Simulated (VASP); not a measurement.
Crystal: Ta.

```xyz
1
Lattice="-1.6513 1.6513 1.6513 1.6513 -1.6513 1.6513 1.6513 1.6513 -1.6513" Properties=species:S:1:pos:R:3 pbc="T T T"
Ta    0.0000    0.0000    0.0000
```

- Program: VASP 6.6.1
- Task: relaxation of volume and atoms at fixed shape
- Functional: LDA
- Potentials or basis: VASP PAW LDA potentials, release 64 (Ta_pv)
- Cutoff: 500 eV
- k mesh: 7 × 7 × 7
- Occupations: fermi-dirac, width 0.05 eV
- Spin: no spin polarisation

At the start: pressure -7.1 GPa; volume 18.01 Å³/atom.

Problem. How do energy, volume and symmetry change on relaxing?

Solution. Over 4 steps the energy falls by 13.3 meV/atom and the volume is 17.43 Å³/atom (-3.2 %); space group Im-3m (No. 229, to 0.05 Å).

The path:
```tsv
step	energy change (eV)	largest force (eV/Å)	pressure (GPa)	volume (Å³)
1	0.0000	0.0000	-7.12	18.01
2	0.0806	0.0000	22.14	16.00
3	-0.0133	0.0000	-0.34	17.45
4	-0.0133	0.0000	-0.02	17.43
```

Final structure:
```cif
data_structure
_symmetry_space_group_name_H-M 'P 1'
_symmetry_Int_Tables_number 1
_cell_length_a 2.8290
_cell_length_b 2.8290
_cell_length_c 2.8290
_cell_angle_alpha 109.471
_cell_angle_beta 109.471
_cell_angle_gamma 109.471
_cell_volume 17.43
loop_
_atom_site_label
_atom_site_type_symbol
_atom_site_fract_x
_atom_site_fract_y
_atom_site_fract_z
_atom_site_occupancy
Ta1 Ta 0.00000 0.00000 0.00000 1
```

Caveat: the k points lie up to 0.39 Å⁻¹ apart in the final cell.
